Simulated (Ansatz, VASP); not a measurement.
**Si in VASP and in Ansatz**

```
Si
1.0
    -3.20223    3.20223    1.87974
     3.20223   -3.20223    1.87974
     3.20223    3.20223   -1.87974
Si
4
Direct
  0.17884 0.17884 0.35769
  0.82116 0.82116 0.64231
  0.17884 0.82116 0.00000
  0.82116 0.17884 0.00000
```

Change from the starting cell: strain -0.030 along x and y, -0.015 along z, atoms carried along.

Alike in both runs: task single point; functional LDA; k mesh 10 × 10 × 10; occupations gaussian, width 0.03 eV; no spin polarisation.

|  | VASP | Ansatz |
| --- | --- | --- |
| version | VASP 6.6.1 | Ansatz 0.2.0 |
| potentials or method | VASP PAW LDA potentials, release 64 (Si), cutoff 520 eV | scalar-relativistic, plane waves, PAW |
| valence electrons in the cell | 16 | 16 |

VASP gave:

```
gap on the k mesh at the Fermi level (eV)                     : none
pressure (GPa)                                                : 7.9
traceless stress, the component that is largest in VASP (GPa) : -2.00
rms of the force components (eV/Å)                            : 0.203
```

Estimate Ansatz's values.

gap on the k mesh at the Fermi level (eV): none; pressure (GPa): 7.9; traceless stress, the component that is largest in VASP (GPa): -1.98; rms of the force components (eV/Å): 0.201.

LDA's correlation is that of Perdew and Zunger in VASP and of Perdew and Wang (1992) in Ansatz. Atom by atom the forces differ by 0.002 eV/Å (rms over components). A gap of «none» marks a metal or a gap that the smearing closes.
